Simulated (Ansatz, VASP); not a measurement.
## Two plane-wave programs on TiTl4W2

Contents of INCAR:

```
ALGO = Fast ; EDIFF = 1E-6
ENCUT = 520 ; GGA = PE
ISIF = 2 ; ISMEAR = 0
LASPH = T ; LCHARG = F
LREAL = F ; LWAVE = F
NBANDS = 55 ; NELM = 80
PREC = Accurate ; SIGMA = 0.1
```

The input KPOINTS:

```
k-points
0
Gamma
  4 4 4
```

POSCAR

```
TiTl4W2
1.0
   -3.8406506300      3.8406506300      3.0300003800
    3.8406506300     -3.8406506300      3.0300003800
    3.8406506300      3.8406506300     -3.0300003800
Ti Tl W
1 4 2
Direct
    0.0000000000      0.0000000000      0.0000000000
    0.3044315000      0.3044315000      0.6088630000
    0.6955685000      0.3044315000      0.0000000000
    0.3044315000      0.6955685000      0.0000000000
    0.6955685000      0.6955685000      0.3911370000
    0.2500000000      0.7500000000      0.5000000000
    0.7500000000      0.2500000000      0.5000000000
```

Input for Ansatz:

```yaml
crystal:
  lattice:
    - [-3.84065063, 3.84065063, 3.03000038]
    - [3.84065063, -3.84065063, 3.03000038]
    - [3.84065063, 3.84065063, -3.03000038]
  atoms:
    - { symbol: Ti, position: [0.0, 0.0, 0.0] }
    - { symbol: Tl, position: [0.3044315, 0.3044315, 0.608863] }
    - { symbol: Tl, position: [0.6955685, 0.3044315, 0.0] }
    - { symbol: Tl, position: [0.3044315, 0.6955685, 0.0] }
    - { symbol: Tl, position: [0.6955685, 0.6955685, 0.391137] }
    - { symbol: W, position: [0.25, 0.75, 0.5] }
    - { symbol: W, position: [0.75, 0.25, 0.5] }
basis:
  ecutwfc: 420
kpoints:
  mp_grid: { grid: [4, 4, 4] }
hamiltonian:
  xc: pbe
scf:
  occupations: { method: gaussian, width: 0.1 }
  lower_state_search: "off"
output:
  forces: true
  stress: true
  eigenvalues: true
```

Change from the starting cell: species swapped into the YbAl4Mo2 type (I4/mmm, No. 139).

Alike in both runs: task single point; functional PBE; k mesh 4 × 4 × 4; occupations gaussian, width 0.1 eV; no spin polarisation.

```csv
,VASP,Ansatz
version,VASP 6.6.1,Ansatz 0.2.0
potentials or method,"VASP PAW PBE potentials, release 64 (Ti_sv, Tl_d, W_sv), cutoff 520 eV","scalar-relativistic, plane waves, PAW"
valence electrons in the cell,92,92
```

```tsv
	VASP	Ansatz	Ansatz less VASP
gap on the k mesh at the Fermi level (eV)	none	none	-
pressure (GPa)	-11.8	-11.8	-0.01
traceless stress, the component that is largest in VASP (GPa)	-2.11	-2.09	+0.018
rms of the force components (eV/Å)	0.482	0.481	-0.0012
```

Atom by atom the forces differ by 0.001 eV/Å (rms over components). A gap of «none» marks a metal or a gap that the smearing closes.

Neither program's run includes spin-orbit coupling.
